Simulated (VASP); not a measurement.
ScSi2, 3 atoms in the cell. The structure is hexagonal, space group P6/mmm (No. 191). The conventional cell has a = 4.144 Å, b = 4.144 Å, c = 3.784 Å, α = 90.00°, β = 90.00°, γ = 120.00°. Sc (site symmetry 6/mmm) has 12 Si at 3.05 Å and 8 Sc at 3.78 to 4.14 Å within 4.2 Å. Si (site symmetry -6m2) has 3 Si at 2.39 Å and 6 Sc at 3.05 Å within 3.2 Å. 

```yaml
Program: VASP 6.6.1
Task: single point
Functional: PBE
Potentials_or_basis: VASP PAW PBE potentials, release 64 (Sc_sv, Si)
Cutoff: 520 eV
k_mesh: 10 × 10 × 10
Occupations: gaussian, width 0.05 eV
Spin: no spin polarisation
Dipole_correction: no
Further_INCAR_settings: ALGO = Normal; EDIFF = 1e-06; NBANDS = 16
```

Potentials or basis: VASP PAW PBE potentials, release 64 (Sc_sv, Si).

Run with:

```bash
$ cat potpaw_PBE.64/Sc_sv/POTCAR potpaw_PBE.64/Si/POTCAR > POTCAR
$ mpirun -np 1 vasp_std > vasp.out
```

Hardware: 1 thread of Intel Xeon 8259CL (shared host).

Question: How long does it take, and how much memory?

Answer: Run time: 110 s on 1 thread of Intel Xeon 8259CL (shared host), peak memory 0.22 GiB. Counts: scf iterations 14, k points 84.
